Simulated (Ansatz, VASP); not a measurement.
SiW6: VASP beside Ansatz

```xyz
7
Lattice="4.4683 0.0000 0.0000 -2.2341 3.8696 0.0000 0.0000 0.0000 21.7259" Properties=species:S:1:pos:R:3 pbc="T T T"
W     2.2341    1.2899    4.0000
W     0.0000    2.5797    4.9121
W     0.0000    0.0000    5.8242
W     2.2341    1.2899    6.6718
W     0.0000    2.5797    7.5323
W     0.0000    0.0000    8.3259
Si   -0.4965    1.7198   11.1259
```

Alike in both runs: task single point; functional PBE; dispersion D3(BJ); k mesh 6 × 6 × 1; occupations gaussian, width 0.1 eV; no spin polarisation.

|  | VASP | Ansatz |
| --- | --- | --- |
| version | VASP 6.6.1 | Ansatz 0.2.0 |
| potentials or method | VASP PAW PBE potentials, release 64 (W_sv, Si), cutoff 520 eV | scalar-relativistic, plane waves, PAW |
| valence electrons in the cell | 88 | 88 |

Ansatz gave:

- gap on the k mesh at the Fermi level (eV): none
- rms of the force components (eV/Å): 0.860
- work function, face that differs most (eV): 3.92

Question: What did VASP give for the same quantities?

Answer: gap on the k mesh at the Fermi level (eV): none; rms of the force components (eV/Å): 0.870; work function, face that differs most (eV): 3.93.

Atom by atom the forces differ by 0.022 eV/Å (rms over components). A gap of «none» marks a metal or a gap that the smearing closes. Ansatz's warnings: dispersion switch in reach, vacuum below fermi.

Neither program's run includes spin-orbit coupling.
